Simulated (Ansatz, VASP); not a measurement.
# One calculation of Ti, two programs

INCAR

```
SYSTEM = Ti
PREC     = Accurate       ! precision mode
ENCUT    = 520            ! plane-wave cutoff, eV
EDIFF    = 1E-7           ! SCF threshold, eV
ISMEAR   = 0              ! smearing method
SIGMA    = 0.15           ! smearing width, eV
LREAL    = .FALSE.        ! projectors in reciprocal space
LASPH    = .TRUE.         ! aspherical terms in the spheres
NELM     = 100            ! most SCF steps
ALGO     = Fast           ! electronic algorithm
ISIF     = 2              ! what is computed and relaxed
LWAVE    = .FALSE.        ! write WAVECAR
LCHARG   = .TRUE.         ! write CHGCAR
GGA      = PS             ! functional
LELF     = .TRUE.         ! ELF
LVHAR    = .TRUE.       
NBANDS   = 19             ! bands
```

File KPOINTS:

```
regular mesh
0
G
  18 18 20
  0 0 0
```

Contents of POSCAR:

```
Ti
1.0
    0.0000000000     -2.0300000000     -2.0300000000
   -2.0300000000      0.0000000000     -2.0300000000
    2.0300000000      2.0300000000     -4.0600000000
Ti
2
Direct
    0.4849167177      0.4849167177      0.5000006521
    0.0150832823      0.0150832823     -0.0000006521
```

Input for Ansatz:

```yaml
crystal:
  lattice:
    - [0.0, -2.03, -2.03]
    - [-2.03, 0.0, -2.03]
    - [2.03, 2.03, -4.06]
  atoms:
    - { symbol: Ti, position: [0.4849167177, 0.4849167177, 0.5000006521] }
    - { symbol: Ti, position: [0.0150832823, 0.0150832823, -6.521e-07] }
basis:
  ecutwfc: 420
kpoints:
  mp_grid: { grid: [18, 18, 20] }
hamiltonian:
  xc: pbesol
scf:
  occupations: { method: gaussian, width: 0.15 }
output:
  forces: true
  stress: true
  eigenvalues: true
  write_density: true
  write_potential: true
  elf: true
  volumetric_format: npy
```

Change from the starting cell: mode 4 (92.3 1/cm) frozen in, largest displacement +0.075 Å.

Alike in both runs: task single point; functional PBEsol; k mesh 18 × 18 × 20; occupations gaussian, width 0.15 eV; no spin polarisation.

|  | VASP | Ansatz |
| --- | --- | --- |
| version | VASP 6.6.1 | Ansatz 0.2.0 |
| potentials or method | VASP PAW PBE potentials, release 64 (Ti_sv), cutoff 520 eV | scalar-relativistic, plane waves, PAW |
| valence electrons in the cell | 24 | 24 |

Ansatz gave:

| Item | Value |
| --- | --- |
| gap on the k mesh at the Fermi level (eV) | none |
| pressure (GPa) | -0.4 |
| traceless stress, the component that is largest in VASP (GPa) | 0.15 |
| rms of the force components (eV/Å) | 0.064 |

Estimate VASP's values.

gap on the k mesh at the Fermi level (eV): none; pressure (GPa): -0.7; traceless stress, the component that is largest in VASP (GPa): 0.15; rms of the force components (eV/Å): 0.064.

VASP's potentials were made for PBE, not for PBEsol. Atom by atom the forces differ by 0.000 eV/Å (rms over components). A gap of «none» marks a metal or a gap that the smearing closes. The functional is the same, so the differences come from potentials, cutoffs and numerics.
